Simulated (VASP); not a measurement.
# ZnS (base) (F-43m) in VASP: notebook

ZnS (base) is run at these levels: PBE; tasks: single point, relaxation of cell and atoms.

All numbers are computed with VASP 6.6.1; they aren't measurements. Logs are shortened: lines on timing, memory, paths and dates and some standing lists are left out, and cuts for length are marked.

### Step 1. The cell of the first run

The structure is cubic, space group F-43m (No. 216). Conventional cell: a = 5.444 Å, b = 5.444 Å, c = 5.444 Å, α = 90.00°, β = 90.00°, γ = 90.00°. Zn (site symmetry -43m) has 4 S at 2.36 Å within 3.1 Å. S (site symmetry -43m) has 4 Zn at 2.36 Å within 3.1 Å.

### Step 2. Single point, PBE

File INCAR:

```
SYSTEM = ZnS
PREC     = Accurate       ! precision mode
ENCUT    = 520            ! plane-wave cutoff, eV
EDIFF    = 1E-6           ! SCF threshold, eV
ISMEAR   = 0              ! smearing method
SIGMA    = 0.02           ! smearing width, eV
LREAL    = .False.        ! projectors in reciprocal space
LASPH    = .True.         ! aspherical terms in the spheres
NELM     = 60             ! most SCF steps
ALGO     = Normal         ! electronic algorithm
ISIF     = 2              ! what is computed and relaxed
LWAVE    = .False.        ! write WAVECAR
LCHARG   = .False.        ! write CHGCAR
GGA      = PE             ! functional
NBANDS   = 16             ! bands
```

File KPOINTS:

```
Automatic mesh
0
Gamma
  8 8 8
  0 0 0
```

File POSCAR:

```
ZnS
1.0
    0.0000000000      2.7217879845      2.7217879845
    2.7217879845      0.0000000000      2.7217879845
    2.7217879845      2.7217879845      0.0000000000
Zn S
1 1
Direct
    0.0000000000      0.0000000000      0.0000000000
    0.7500000000      0.7500000000      0.7500000000
```

Potentials or basis: VASP PAW PBE potentials, release 64 (Zn, S).

Launch:

```bash
cat potpaw_PBE.64/Zn/POTCAR potpaw_PBE.64/S/POTCAR > POTCAR
mpirun -np 1 vasp_std > vasp.out
```

OUTCAR:

```text
SYSTEM = ZnS
   PREC = Accurate
   ENCUT = 520
   EDIFF = 1E-6
   ISMEAR = 0
   LREAL = .False.
   LASPH = .True.
   NELM = 60
   ISIF = 2
   GGA = PE

 ion  position               nearest neighbor table
   1  0.000  0.000  0.000-   2 2.36   2 2.36   2 2.36   2 2.36
   2  0.750  0.750  0.750-   1 2.36   1 2.36   1 2.36   1 2.36

  LATTYP: Found a face centered cubic cell.
 ALAT       =     5.4435759690

  Lattice vectors:

 A1 = (   0.0000000000,   2.7217879845,   2.7217879845)
 A2 = (   2.7217879845,   0.0000000000,   2.7217879845)
 A3 = (   2.7217879845,   2.7217879845,   0.0000000000)

Analysis of symmetry for initial positions (statically):
=====================================================================
 Subroutine PRICEL returns:
 Original cell was already a primitive cell.

 Routine SETGRP: Setting up the symmetry group for a
 face centered cubic supercell.

 Subroutine GETGRP returns: Found 24 space group operations
 (whereof 24 operations were pure point group operations)
 out of a pool of 48 trial point group operations.

The static configuration has the point symmetry T_d .

Analysis of symmetry for dynamics (positions and initial velocities):
=====================================================================
 Subroutine PRICEL returns:
 Original cell was already a primitive cell.

 Routine SETGRP: Setting up the symmetry group for a
 face centered cubic supercell.

 Subroutine GETGRP returns: Found 24 space group operations
 (whereof 24 operations were pure point group operations)
 out of a pool of 48 trial point group operations.

The dynamic configuration has the point symmetry T_d .

 Subroutine INISYM returns: Found 24 space group operations
 (whereof 24 operations are pure point group operations),
 and found     1 'primitive' translations

----------------------------------------------------------------------------------------

                                     Primitive cell

  volume of cell :      40.3267

  direct lattice vectors                    reciprocal lattice vectors
     0.000000000  2.721787985  2.721787985    -0.183702773  0.183702773  0.183702773
     2.721787985  0.000000000  2.721787985     0.183702773 -0.183702773  0.183702773
     2.721787985  2.721787985  0.000000000     0.183702773  0.183702773 -0.183702773

  length of vectors
     3.849189482  3.849189482  3.849189482     0.318182536  0.318182536  0.318182536

  position of ions in fractional coordinates (direct lattice)
     0.000000000  0.000000000  0.000000000
     0.750000000  0.750000000  0.750000000

  ion indices of the primitive-cell ions
   primitive index   ion index
                 1           1
                 2           2

----------------------------------------------------------------------------------------

 KPOINTS: Automatic mesh

Automatic generation of k-mesh.
 Grid dimensions read from file:
 generate k-points for:    8    8    8

 Generating k-lattice:

  Cartesian coordinates                     Fractional coordinates (reciprocal lattice)
    -0.022962847  0.022962847  0.022962847     0.125000000  0.000000000  0.000000000
     0.022962847 -0.022962847  0.022962847     0.000000000  0.125000000  0.000000000
     0.022962847  0.022962847 -0.022962847     0.000000000  0.000000000  0.125000000

  Length of vectors
     0.039772817  0.039772817  0.039772817

  Shift w.r.t. Gamma in fractional coordinates (k-lattice)
     0.000000000  0.000000000  0.000000000

 Subroutine IBZKPT returns following result:
 ===========================================

 Found     29 irreducible k-points:

 Following reciprocal coordinates:
            Coordinates               Weight
  0.000000  0.000000  0.000000      1.000000
  0.125000  0.000000  0.000000      8.000000
  0.250000  0.000000  0.000000      8.000000
  0.375000  0.000000  0.000000      8.000000
  0.500000  0.000000  0.000000      4.000000
  0.125000  0.125000  0.000000      6.000000
[... 16 lines left out ...]
  0.500000  0.250000  0.125000     48.000000
 -0.375000  0.250000  0.125000     24.000000
 [... further k-points ...]
   k-points           NKPTS =     29   k-points in BZ     NKDIM =     29   number of bands    NBANDS=     16
   number of dos      NEDOS =    301   number of ions     NIONS =      2
   total plane-waves  NPLWV =  27000
   dimension x,y,z NGX =    30 NGY =   30 NGZ =   30
   dimension x,y,z NGXF=    60 NGYF=   60 NGZF=   60
   ions per type =               1   1
   NGX,Y,Z   is equivalent  to a cutoff of  12.96, 12.96, 12.96 a.u.
   NGXF,Y,Z  is equivalent  to a cutoff of  25.91, 25.91, 25.91 a.u.
 SYSTEM =  ZnS
   PREC   = accura    normal or accurate (medium, high low for compatibility)
   ISTART =      0    job   : 0-new  1-cont  2-samecut
   ICHARG =      2    charge: 1-file 2-atom 10-const
   ISPIN  =      1    spin polarized calculation?
   LNONCOLLINEAR =      F non collinear calculations
   LSORBIT =      F    spin-orbit coupling
   LASPH  =      T    aspherical Exc in radial PAW
   ENCUT  =  520.0 eV  38.22 Ry    6.18 a.u.   7.16  7.16  7.16*2*pi/ulx,y,z
   NELM   =     60;   NELMIN=  2; NELMDL= -5     # of ELM steps
   EDIFF  = 0.1E-05   stopping-criterion for ELM
   LREAL  =      F    real-space projection
   EDIFFG = 0.1E-04   stopping-criterion for IOM
   NSW    =      0    number of steps for IOM
   IBRION =     -1    ionic relax: 0-MD 1-quasi-New 2-CG
   NFREE  =      0    steps in history (QN), initial steepest desc. (CG)
   ISIF   =      2    stress and relaxation
   ISYM   =      2    0-nonsym 1-usesym 2-fastsym
   POTIM  = 0.5000    time-step for ionic-motion
   TEBEG  =    0.0;   TEEND  =   0.0 temperature during run
   PSTRESS=    0.0 pullay stress
   NELECT =      18.0000    total number of electrons
   NUPDOWN=      -1.0000    fix difference up-down
   EMIN   =  10.00;   EMAX   =-10.00  energy-range for DOS
   EFERMI =   0.00;   METHOD = LEGACY
   ISMEAR =     0;   SIGMA  =   0.02  broadening in eV -4-tet -1-fermi 0-gaus
   EFERMI_NEDOS =   21; number of points for ismear=-14 and -15
   IALGO  =     38    algorithm
   IMIX   =      4    mixing-type and parameters
     AMIX     =   0.40;   BMIX     =  1.00
     AMIX_MAG =   1.60;   BMIX_MAG =  1.00
  volume/ion in A,a.u.               =      20.16       136.07
  Fermi-wavevector in a.u.,A,eV,Ry     =   1.251127  2.364287 21.297453  1.565319
  Thomas-Fermi vector in A             =   2.385089
   LORBIT       =      0    0 simple, 1 ext, 2 COOP (PROOUT), +10 PAW based schemes
   GGA     = PE    functional components
   LHFCALC =     F    Hartree Fock is set to
   AEXX    =    0.0000 exact exchange contribution
   IVDW    =     0    specifies the selected vdW correction
   LEPSILON=     F    determine dielectric tensor
   LRPA    =     F    only Hartree local field effects (RPA)
 non-spin polarized calculation
 Gauss-broadening in eV      SIGMA  =   0.02
  energy-cutoff  :      520.00
  volume of cell :       40.33
 maximum number of plane-waves:      1106
 NGX is ok and might be reduce to    30
   NGX = 15   NGY = 15   NGZ = 15

 number of electron      18.0000008 magnetization

 Free energy of the ion-electron system (eV)
  ---------------------------------------------------
  ext. energy  EPLUGINS =         0.00000000
  ---------------------------------------------------
  free energy    TOTEN  =        -6.85235557 eV

  energy without entropy =       -6.85235557  energy(sigma->0) =       -6.85235557

 E-fermi :   2.0294     XC(G=0):  -9.5276

 val. band max:        1.9056057660   @ k =   0.0000   0.0000   0.0000
 cond. band min:       3.9240267896   @ k =   0.0000   0.0000   0.0000
 fundamental gap:      2.0184210235
 Fermi energy:         2.0294456540

 k-point     1 :       0.0000    0.0000    0.0000
  band No.  band energies     occupation
      1     -11.0845      2.00000
      2      -4.3494      2.00000
      3      -4.3494      2.00000
      4      -4.3494      2.00000
      5      -3.8769      2.00000
      6      -3.8769      2.00000
[... 8 lines left out ...]
     15      13.6424      0.00000
     16      13.6532      0.00000

 k-point     2 :       0.1250    0.0000    0.0000
  band No.  band energies     occupation
      1     -10.9722      2.00000
      2      -4.3464      2.00000
      3      -4.3294      2.00000
      4      -4.3294      2.00000
      5      -3.8784      2.00000
      6      -3.8784      2.00000
[... 8 lines left out ...]
     15      13.0595      0.00000
     16      14.4475      0.00000

 k-point     3 :       0.2500    0.0000    0.0000
  band No.  band energies     occupation
      1     -10.6795      2.00000
      2      -4.2951      2.00000
      3      -4.2854      2.00000
      4      -4.2854      2.00000
      5      -3.8753      2.00000
      6      -3.8753      2.00000
[... 8 lines left out ...]
     15      12.8603      0.00000
     16      14.0503      0.00000

 k-point     4 :       0.3750    0.0000    0.0000
  band No.  band energies     occupation
      1     -10.3486      2.00000
      2      -4.2506      2.00000
      3      -4.2506      2.00000
      4      -4.0779      2.00000
      5      -3.8595      2.00000
      6      -3.8595      2.00000
[... 8 lines left out ...]
     15      13.9427      0.00000
     16      13.9427      0.00000
[... 324 lines left out ...]
 k-point    22 :       0.3750    0.2500    0.1250
  band No.  band energies     occupation
      1     -10.4505      2.00000
      2      -4.3186      2.00000
      3      -4.2224      2.00000
      4      -4.1950      2.00000
      5      -3.8972      2.00000
      6      -3.8409      2.00000
[... 8 lines left out ...]
     15      14.6307      0.00000
     16      16.8512      0.00000

 k-point    23 :       0.5000    0.2500    0.1250
  band No.  band energies     occupation
      1     -10.1744      2.00000
      2      -4.2390      2.00000
      3      -4.1925      2.00000
      4      -4.0492      2.00000
      5      -3.8593      2.00000
      6      -3.8045      2.00000
[... 8 lines left out ...]
     15      15.5571      0.00000
     16      16.1400      0.00000

 k-point    24 :      -0.3750    0.2500    0.1250
  band No.  band energies     occupation
      1     -10.0511      2.00000
      2      -4.2253      2.00000
      3      -4.1726      2.00000
      4      -3.9244      2.00000
      5      -3.8645      2.00000
      6      -3.6183      2.00000
[... 8 lines left out ...]
     15      15.2862      0.00000
     16      16.0650      0.00000

 [... further k-points ...]
[... 5 lines left out ...]
  --------------------------------------------------------------------------------------
  -------------------------------------------------------------------------------------
  Total        0.0370545      0.0370545      0.0370545      0.0000000      0.0000000     -0.0000000
  in kB        1.4721736      1.4721736      1.4721736      0.0000000      0.0000000     -0.0000000
  external PRESSURE =       1.4721736 kB  Pullay stress =       0.0000000 kB

 VOLUME and BASIS-vectors are now :
 -----------------------------------------------------------------------------
  energy-cutoff  :      520.00
  volume of cell :       40.33
      direct lattice vectors                 reciprocal lattice vectors
     0.000000000  2.721787985  2.721787985    -0.183702773  0.183702773  0.183702773
     2.721787985  0.000000000  2.721787985     0.183702773 -0.183702773  0.183702773
     2.721787985  2.721787985  0.000000000     0.183702773  0.183702773 -0.183702773

 POSITION                                       TOTAL-FORCE (eV/Angst)
 -----------------------------------------------------------------------------------
      0.00000      0.00000      0.00000         0.000000      0.000000      0.000000
      4.08268      4.08268      4.08268        -0.000000     -0.000000     -0.000000
 -----------------------------------------------------------------------------------
    total drift:                                0.000000      0.000000      0.000000

  FREE ENERGIE OF THE ION-ELECTRON SYSTEM (eV)
  ---------------------------------------------------
  free  energy   TOTEN  =        -6.8523555728 eV

  energy  without entropy=       -6.8523555728  energy(sigma->0) =       -6.85235557
```

It took 15 s on 1 thread of Intel Xeon Platinum 8375C at 2.90GHz (Ice Lake), shared host; peak memory 0.16 GiB.

Results:

* Free energy: -6.8524 eV
* Pressure: 0.1 GPa
* Band gap on the k mesh: 2.02 eV, direct

### Step 3. Single point, PBE

File INCAR:

```
SYSTEM = ZnS
PREC = Accurate
ENCUT = 520
EDIFF = 1E-6
ISMEAR = 0
SIGMA = 0.02
LREAL = .FALSE.
LASPH = .TRUE.
NELM = 60
ALGO = Normal
ISIF = 2
LWAVE = .FALSE.
LCHARG = .FALSE.
GGA = PE
NBANDS = 16
```

File KPOINTS:

```
regular mesh
0
G
  10 10 10
  0 0 0
```

POSCAR is that of step 2.

Potentials or basis: VASP PAW PBE potentials, release 64 (Zn, S).

Launch:

```bash
cat potpaw_PBE.64/Zn/POTCAR potpaw_PBE.64/S/POTCAR > POTCAR
mpirun -np 1 vasp_std > vasp.out
```

Run time: 27 s. Hardware: 1 thread of Intel Xeon Platinum 8375C at 2.90GHz (Ice Lake), shared host; peak memory 0.18 GiB.

Results (log left out):

```
Free energy            : -6.8526 eV
Pressure               : 0.1 GPa
Band gap on the k mesh : 2.02 eV, direct
```

Levels at points of the mesh, in eV from the valence-band top:
```
           k point  band 5  band 6  band 7  band 8  band 9  band 10  band 11  band 12  band 13  band 14
(0.00, 0.00, 0.00)   -5.78   -5.78    0.00    0.00    0.00     2.02     6.41     6.41     6.41    11.74
(0.50, 0.00, 0.00)   -5.75   -5.59   -5.15   -0.83   -0.83     3.27     6.94     6.94     8.79    12.07
(0.50, 0.50, 0.00)   -5.71   -5.57   -4.47   -2.14   -2.14     3.46     4.07    10.83    11.82    11.82
```

### Step 4. Relaxation of cell and atoms, PBE

This run uses another cell than the first one, of 19.55 Å³/atom, 0.969 times its volume.

File INCAR:

```
  PREC = Accurate
  ENCUT = 600
  EDIFF = 1E-7
  ISMEAR = 0
  SIGMA = 0.02
  LREAL = F
  LASPH = T
  NELM = 80
  ALGO = Normal
  ISIF = 3
  LWAVE = F
  LCHARG = F
  GGA = PE
  IBRION = 2
  NSW = 100
  EDIFFG = -0.002
```

File KPOINTS:

```
Automatic mesh
0
Gamma
  10 10 10
```

File POSCAR:

```
ZnS
1.0
    0.0000000000      2.6936828800      2.6936828800
    2.6936828800      0.0000000000      2.6936828800
    2.6936828800      2.6936828800      0.0000000000
Zn S
1 1
Direct
    0.0000000000      0.0000000000      0.0000000000
    0.7500000000      0.7500000000      0.7500000000
```

Launch:

```bash
cat potpaw_PBE.64/Zn/POTCAR potpaw_PBE.64/S/POTCAR > POTCAR
mpirun -np 1 vasp_std > vasp.out
```

Run time: 59 s. Hardware: 1 thread of Intel Xeon Platinum 8375C at 2.90GHz (Ice Lake), shared host; peak memory 0.18 GiB.

It converged, with:

```yaml
Free_energy: -6.8524 eV
Relaxed_volume: 20.20 Å³/atom
Relaxed_cell: a = 3.852 Å, b = 3.852 Å, c = 3.852 Å, α = 60.00°, β = 60.00°, γ = 60.00°
Space_group_after_relaxing_to_0.05_Å: F-43m (No. 216)
Energy_gained_by_relaxing: 4.9 meV/atom
Ionic_steps: 3
Pressure_after_relaxing: 0.0 GPa
Band_gap_on_the_k_mesh: 2.01 eV, direct
```

The path:
| step | energy change (eV) | largest force (eV/Å) | pressure (GPa) | volume (Å³) |
| --- | --- | --- | --- | --- |
| 1 | 0.0000 | 0.0000 | 2.49 | 39.09 |
| 2 | -0.0089 | 0.0000 | -0.70 | 40.83 |
| 3 | -0.0099 | 0.0000 | 0.00 | 40.40 |

Final structure:
```
CELL_PARAMETERS angstrom
0.00000 2.72354 2.72354
2.72354 0.00000 2.72354
2.72354 2.72354 0.00000
ATOMIC_POSITIONS crystal
Zn 0.00000 0.00000 0.00000
S 0.75000 0.75000 0.75000
```

Levels at points of the mesh, in eV from the valence-band top:
| k point | band 5 | band 6 | band 7 | band 8 | band 9 | band 10 | band 11 | band 12 | band 13 |
| --- | --- | --- | --- | --- | --- | --- | --- | --- | --- |
| (0.00, 0.00, 0.00) | -5.78 | -5.78 | 0.00 | 0.00 | 0.00 | 2.01 | 6.41 | 6.41 | 6.41 |
| (0.50, 0.00, 0.00) | -5.75 | -5.58 | -5.14 | -0.83 | -0.83 | 3.26 | 6.94 | 6.94 | 8.79 |
| (0.50, 0.50, 0.00) | -5.71 | -5.57 | -4.47 | -2.13 | -2.13 | 3.46 | 4.07 | 10.81 | 11.81 |

A hybrid or GW would open this gap; PBE tends to underestimate it.

### Step 5. Overview

```csv
task,cell,k mesh,cutoff (eV),gap on the mesh (eV),pressure (GPa)
single point,"a = 3.849 Å, angles 60.0°, 2 atoms",8 × 8 × 8,520,2.02,0.1
single point,"a = 3.849 Å, angles 60.0°, 2 atoms",10 × 10 × 10,520,2.02,0.1
relaxation of cell and atoms,"relaxed from a = 3.809 Å, angles 60.0°, 2 atoms",10 × 10 × 10,600,2.01,0.0
```

Alike in all rows: level PBE; potentials or basis VASP PAW PBE potentials, release 64 (Zn, S); no spin polarisation; smearing gaussian 0.02 eV.

Total energies depend on the potentials used, so only differences within one code and one set of settings carry meaning.
